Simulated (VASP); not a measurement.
# Ge (Fd-3m) in VASP: a series of runs

Ge is run at these levels: PBE; tasks: single point.

Everything below comes from runs of VASP 6.6.1. Logs are shortened: lines on timing, memory, paths and dates and some standing lists are left out, and cuts for length are marked.

## (1) The cell of the first run

Symmetry: Fd-3m, No. 227, cubic system. Conventional cell: a = 5.772 Å, b = 5.772 Å, c = 5.772 Å, α = 90.00°, β = 90.00°, γ = 90.00°. Ge (site symmetry -43m) has 4 Ge at 2.50 Å within 3.3 Å.

## (2) Single point, PBE

INCAR reads:

```
PREC = Accurate
ENCUT = 520
EDIFF = 1E-6
ISMEAR = -1
SIGMA = 0.05
LREAL = F
LASPH = T
NELM = 60
ALGO = Normal
ISIF = 2
LWAVE = F
LCHARG = F
GGA = PE
NBANDS = 21
```

KPOINTS reads:

```
regular mesh
0
Gamma
  8 8 8
```

POSCAR reads:

```
Ge
1.0
    0.0000000000      2.8859759802      2.8859759802
    2.8859759802      0.0000000000      2.8859759802
    2.8859759802      2.8859759802      0.0000000000
Ge
2
Direct
    0.5000000000      0.5000000000      0.5000000000
    0.7500000000      0.7500000000      0.7500000000
```

Potentials or basis: VASP PAW PBE potentials, release 64 (Ge_d).

Run with:

```
> cat potpaw_PBE.64/Ge_d/POTCAR > POTCAR
> mpirun -np 1 vasp_std > vasp.out
```

OUTCAR:

```text
PREC = Accurate
   ENCUT = 520
   EDIFF = 1E-6
   ISMEAR = -1
   LREAL = F
   LASPH = T
   NELM = 60
   ISIF = 2
   GGA = PE

 ion  position               nearest neighbor table
   1  0.500  0.500  0.500-   2 2.50   2 2.50   2 2.50   2 2.50
   2  0.750  0.750  0.750-   1 2.50   1 2.50   1 2.50   1 2.50

  LATTYP: Found a face centered cubic cell.
 ALAT       =     5.7719519604

  Lattice vectors:

 A1 = (   0.0000000000,   2.8859759802,   2.8859759802)
 A2 = (   2.8859759802,   0.0000000000,   2.8859759802)
 A3 = (   2.8859759802,   2.8859759802,   0.0000000000)

Analysis of symmetry for initial positions (statically):
=====================================================================
 Subroutine PRICEL returns:
 Original cell was already a primitive cell.

 Routine SETGRP: Setting up the symmetry group for a
 face centered cubic supercell.

 Subroutine GETGRP returns: Found 48 space group operations
 (whereof 24 operations were pure point group operations)
 out of a pool of 48 trial point group operations.

The static configuration has the point symmetry T_d .
 The point group associated with its full space group is O_h .

Analysis of symmetry for dynamics (positions and initial velocities):
=====================================================================
 Subroutine PRICEL returns:
 Original cell was already a primitive cell.

 Routine SETGRP: Setting up the symmetry group for a
 face centered cubic supercell.

 Subroutine GETGRP returns: Found 48 space group operations
 (whereof 24 operations were pure point group operations)
 out of a pool of 48 trial point group operations.

The dynamic configuration has the point symmetry T_d .
 The point group associated with its full space group is O_h .

 Subroutine INISYM returns: Found 48 space group operations
 (whereof 24 operations are pure point group operations),
 and found     1 'primitive' translations

----------------------------------------------------------------------------------------

                                     Primitive cell

  volume of cell :      48.0738

  direct lattice vectors                    reciprocal lattice vectors
     0.000000000  2.885975980  2.885975980    -0.173251615  0.173251615  0.173251615
     2.885975980  0.000000000  2.885975980     0.173251615 -0.173251615  0.173251615
     2.885975980  2.885975980  0.000000000     0.173251615  0.173251615 -0.173251615

  length of vectors
     4.081386372  4.081386372  4.081386372     0.300080600  0.300080600  0.300080600

  position of ions in fractional coordinates (direct lattice)
     0.500000000  0.500000000  0.500000000
     0.750000000  0.750000000  0.750000000

  ion indices of the primitive-cell ions
   primitive index   ion index
                 1           1
                 2           2

----------------------------------------------------------------------------------------

 KPOINTS: regular mesh

Automatic generation of k-mesh.
 Grid dimensions read from file:
 generate k-points for:    8    8    8

 Generating k-lattice:

  Cartesian coordinates                     Fractional coordinates (reciprocal lattice)
    -0.021656452  0.021656452  0.021656452     0.125000000  0.000000000  0.000000000
     0.021656452 -0.021656452  0.021656452     0.000000000  0.125000000  0.000000000
     0.021656452  0.021656452 -0.021656452     0.000000000  0.000000000  0.125000000

  Length of vectors
     0.037510075  0.037510075  0.037510075

  Shift w.r.t. Gamma in fractional coordinates (k-lattice)
     0.000000000  0.000000000  0.000000000

 Subroutine IBZKPT returns following result:
 ===========================================

 Found     29 irreducible k-points:

 Following reciprocal coordinates:
            Coordinates               Weight
  0.000000  0.000000  0.000000      1.000000
  0.125000  0.000000  0.000000      8.000000
  0.250000  0.000000  0.000000      8.000000
  0.375000  0.000000  0.000000      8.000000
  0.500000  0.000000  0.000000      4.000000
  0.125000  0.125000  0.000000      6.000000
[... 16 lines left out ...]
  0.500000  0.250000  0.125000     48.000000
 -0.375000  0.250000  0.125000     24.000000
 [... further k-points ...]
   k-points           NKPTS =     29   k-points in BZ     NKDIM =     29   number of bands    NBANDS=     21
   number of dos      NEDOS =    301   number of ions     NIONS =      2
   total plane-waves  NPLWV =  27000
   dimension x,y,z NGX =    30 NGY =   30 NGZ =   30
   dimension x,y,z NGXF=    60 NGYF=   60 NGZF=   60
   ions per type =               2
   NGX,Y,Z   is equivalent  to a cutoff of  12.22, 12.22, 12.22 a.u.
   NGXF,Y,Z  is equivalent  to a cutoff of  24.44, 24.44, 24.44 a.u.
 SYSTEM =  unknown system
   PREC   = accura    normal or accurate (medium, high low for compatibility)
   ISTART =      0    job   : 0-new  1-cont  2-samecut
   ICHARG =      2    charge: 1-file 2-atom 10-const
   ISPIN  =      1    spin polarized calculation?
   LNONCOLLINEAR =      F non collinear calculations
   LSORBIT =      F    spin-orbit coupling
   LASPH  =      T    aspherical Exc in radial PAW
   ENCUT  =  520.0 eV  38.22 Ry    6.18 a.u.   7.59  7.59  7.59*2*pi/ulx,y,z
   NELM   =     60;   NELMIN=  2; NELMDL= -5     # of ELM steps
   EDIFF  = 0.1E-05   stopping-criterion for ELM
   LREAL  =      F    real-space projection
   EDIFFG = 0.1E-04   stopping-criterion for IOM
   NSW    =      0    number of steps for IOM
   IBRION =     -1    ionic relax: 0-MD 1-quasi-New 2-CG
   NFREE  =      0    steps in history (QN), initial steepest desc. (CG)
   ISIF   =      2    stress and relaxation
   ISYM   =      2    0-nonsym 1-usesym 2-fastsym
   POTIM  = 0.5000    time-step for ionic-motion
   TEBEG  =    0.0;   TEEND  =   0.0 temperature during run
   PSTRESS=    0.0 pullay stress
   NELECT =      28.0000    total number of electrons
   NUPDOWN=      -1.0000    fix difference up-down
   EMIN   =  10.00;   EMAX   =-10.00  energy-range for DOS
   EFERMI =   0.00;   METHOD = LEGACY
   ISMEAR =    -1;   SIGMA  =   0.05  broadening in eV -4-tet -1-fermi 0-gaus
   EFERMI_NEDOS =   21; number of points for ismear=-14 and -15
   IALGO  =     38    algorithm
   IMIX   =      4    mixing-type and parameters
     AMIX     =   0.40;   BMIX     =  1.00
     AMIX_MAG =   1.60;   BMIX_MAG =  1.00
  volume/ion in A,a.u.               =      24.04       162.21
  Fermi-wavevector in a.u.,A,eV,Ry     =   1.367177  2.583590 25.431648  1.869173
  Thomas-Fermi vector in A             =   2.493253
   LORBIT       =      0    0 simple, 1 ext, 2 COOP (PROOUT), +10 PAW based schemes
   GGA     = PE    functional components
   LHFCALC =     F    Hartree Fock is set to
   AEXX    =    0.0000 exact exchange contribution
   IVDW    =     0    specifies the selected vdW correction
   LEPSILON=     F    determine dielectric tensor
   LRPA    =     F    only Hartree local field effects (RPA)
 non-spin polarized calculation
  energy-cutoff  :      520.00
  volume of cell :       48.07
 maximum number of plane-waves:      1312
   NGX = 15   NGY = 15   NGZ = 15

 number of electron      27.9999975 magnetization

 Free energy of the ion-electron system (eV)
  ---------------------------------------------------
  ext. energy  EPLUGINS =         0.00000000
  ---------------------------------------------------
  free energy    TOTEN  =        -9.02640882 eV

  energy without entropy =       -9.02528666  energy(sigma->0) =       -9.02584774

 E-fermi :   4.3831     XC(G=0):  -9.6421

 val. band max:        4.1192372905   @ k =   0.1250   0.0000   0.0000
 cond. band min:       4.4280902221   @ k =   0.0000   0.0000   0.0000
 fundamental gap:      0.3088529316
 Fermi energy:         4.3831220158

 k-point     1 :       0.0000    0.0000    0.0000
  band No.  band energies     occupation
      1     -20.3105      2.00000
      2     -20.3105      2.00000
      3     -20.3105      2.00000
      4     -20.2787      2.00000
      5     -20.2787      2.00000
      6     -20.0984      2.00000
[... 13 lines left out ...]
     20      13.7508      0.00000
     21      13.7508      0.00000

 k-point     2 :       0.1250    0.0000    0.0000
  band No.  band energies     occupation
      1     -20.3172      2.00000
      2     -20.3172      2.00000
      3     -20.3082      2.00000
      4     -20.2692      2.00000
      5     -20.2692      2.00000
      6     -20.1097      2.00000
[... 13 lines left out ...]
     20      12.9154      0.00000
     21      12.9154      0.00000

 k-point     3 :       0.2500    0.0000    0.0000
  band No.  band energies     occupation
      1     -20.3259      2.00000
      2     -20.3259      2.00000
      3     -20.3028      2.00000
      4     -20.2546      2.00000
      5     -20.2546      2.00000
      6     -20.1219      2.00000
[... 13 lines left out ...]
     20      12.6660      0.00000
     21      12.6660      0.00000

 k-point     4 :       0.3750    0.0000    0.0000
  band No.  band energies     occupation
      1     -20.3304      2.00000
      2     -20.3304      2.00000
      3     -20.2973      2.00000
      4     -20.2455      2.00000
      5     -20.2455      2.00000
      6     -20.1285      2.00000
[... 13 lines left out ...]
     20      13.7501      0.00000
     21      13.7501      0.00000

 k-point     5 :       0.5000    0.0000    0.0000
  band No.  band energies     occupation
      1     -20.3316      2.00000
      2     -20.3316      2.00000
      3     -20.2949      2.00000
      4     -20.2430      2.00000
      5     -20.2430      2.00000
      6     -20.1301      2.00000
[... 13 lines left out ...]
     20      14.8108      0.00000
     21      15.3389      0.00000
[... 382 lines left out ...]
     20      15.4521      0.00000
     21      16.9405      0.00000

 k-point    22 :       0.3750    0.2500    0.1250
  band No.  band energies     occupation
      1     -20.3347      2.00000
      2     -20.3330      2.00000
      3     -20.2956      2.00000
      4     -20.2481      2.00000
      5     -20.2241      2.00000
      6     -20.1642      2.00000
[... 13 lines left out ...]
     20      14.2621      0.00000
     21      14.5386      0.00000

 k-point    23 :       0.5000    0.2500    0.1250
  band No.  band energies     occupation
      1     -20.3451      2.00000
      2     -20.3384      2.00000
      3     -20.2769      2.00000
      4     -20.2353      2.00000
      5     -20.2133      2.00000
      6     -20.1718      2.00000
[... 13 lines left out ...]
     20      13.8108      0.00000
     21      15.6536      0.00000

 k-point    24 :      -0.3750    0.2500    0.1250
  band No.  band energies     occupation
      1     -20.3496      2.00000
      2     -20.3396      2.00000
      3     -20.2684      2.00000
      4     -20.2259      2.00000
      5     -20.2145      2.00000
      6     -20.1676      2.00000
[... 13 lines left out ...]
     20      15.1938      0.00000
     21      15.5464      0.00000

 [... further k-points ...]
[... 5 lines left out ...]
  --------------------------------------------------------------------------------------
  -------------------------------------------------------------------------------------
  Total       -0.1231995     -0.1231995     -0.1231995      0.0000000      0.0000000      0.0000000
  in kB       -4.1059274     -4.1059274     -4.1059274      0.0000000      0.0000000      0.0000000
  external PRESSURE =      -4.1059274 kB  Pullay stress =       0.0000000 kB

 VOLUME and BASIS-vectors are now :
 -----------------------------------------------------------------------------
  energy-cutoff  :      520.00
  volume of cell :       48.07
      direct lattice vectors                 reciprocal lattice vectors
     0.000000000  2.885975980  2.885975980    -0.173251615  0.173251615  0.173251615
     2.885975980  0.000000000  2.885975980     0.173251615 -0.173251615  0.173251615
     2.885975980  2.885975980  0.000000000     0.173251615  0.173251615 -0.173251615

 POSITION                                       TOTAL-FORCE (eV/Angst)
 -----------------------------------------------------------------------------------
      2.88598      2.88598      2.88598         0.000000      0.000000      0.000000
      4.32896      4.32896      4.32896        -0.000000     -0.000000     -0.000000
 -----------------------------------------------------------------------------------
    total drift:                                0.000000     -0.000000     -0.000000

  FREE ENERGIE OF THE ION-ELECTRON SYSTEM (eV)
  ---------------------------------------------------
  free  energy   TOTEN  =        -9.0264088167 eV

  energy  without entropy=       -9.0252866611  energy(sigma->0) =       -9.02584774
```

Run time: 26 s. Hardware: 1 thread of Intel Xeon 6975P-C, shared host; peak memory 0.17 GiB.

What came out:

| Quantity | Value |
| --- | --- |
| Free energy | -9.0264 eV |
| Pressure | -0.4 GPa |
| Band gap on the k mesh | zero (filled and empty bands touch) |

(Part 1 of 2 ends here.)
